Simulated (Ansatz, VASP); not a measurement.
One calculation of AlCo3, two programs

Contents of INCAR:

```
SYSTEM = AlCo3
PREC = Accurate
ENCUT = 520
EDIFF = 1E-6
ISMEAR = 0
SIGMA = 0.1
LREAL = .False.
LASPH = .True.
NELM = 150
ALGO = Fast
ISIF = 2
LWAVE = .False.
LCHARG = .False.
ISPIN = 2
MAGMOM = 0 3 3 3
LORBIT = 11
LMAXMIX = 4
GGA = PS
NBANDS = 27
```

File KPOINTS:

```
regular mesh
0
Gamma
  12 12 12
  0 0 0
```

File POSCAR:

```
AlCo3
1.0
    3.3186877435      0.0000000000      0.0000000000
    0.0000000000      3.3186877435      0.0000000000
    0.0000000000      0.0000000000      3.3186877435
Al Co
1 3
Direct
    0.0000000000      0.0000000000      0.0000000000
    0.5000000000      0.5000000000      0.0000000000
    0.5000000000      0.0000000000      0.5000000000
    0.0000000000      0.5000000000      0.5000000000
```

Input for Ansatz:

```yaml
crystal:
  lattice:
    - [3.3186877435, 0.0, 0.0]
    - [0.0, 3.3186877435, 0.0]
    - [0.0, 0.0, 3.3186877435]
  atoms:
    - { symbol: Al, position: [0.0, 0.0, 0.0] }
    - { symbol: Co, position: [0.5, 0.5, 0.0], spin: 3.0 }
    - { symbol: Co, position: [0.5, 0.0, 0.5], spin: 3.0 }
    - { symbol: Co, position: [0.0, 0.5, 0.5], spin: 3.0 }
basis:
  ecutwfc: 420
kpoints:
  mp_grid: { grid: [12, 12, 12] }
hamiltonian:
  xc: pbesol
scf:
  occupations: { method: gaussian, width: 0.1 }
  lower_state_search: "off"
output:
  forces: true
  stress: true
  eigenvalues: true
  populations: true
magnetization:
  spin_polarized: true
```

Alike in both runs: task single point; functional PBEsol; k mesh 12 × 12 × 12; occupations gaussian, width 0.1 eV; collinear spin.

|  | VASP | Ansatz |
| --- | --- | --- |
| version | VASP 6.6.1 | Ansatz 0.2.0 |
| potentials or method | VASP PAW PBE potentials, release 64 (Al, Co), cutoff 520 eV | scalar-relativistic, plane waves, PAW |
| valence electrons in the cell | 30 | 54 |

|  | VASP | Ansatz | Ansatz less VASP |
| --- | --- | --- | --- |
| gap on the k mesh at the Fermi level (eV) | none | none | - |
| net moment per atom (μB) | 0.23 | 0.24 | +0.013 |
| size of the moment on the site where the two differ most (μB) | 0.30 | 0.32 | +0.019 |

VASP's potentials were made for PBE, not for PBEsol. Site moments also hang on the region over which each program counts them. A gap of «none» marks a metal or a gap that the smearing closes. VASP's potentials hold 30 valence electrons a cell and Ansatz's 54, so a difference there can come from the potentials and not from the codes.
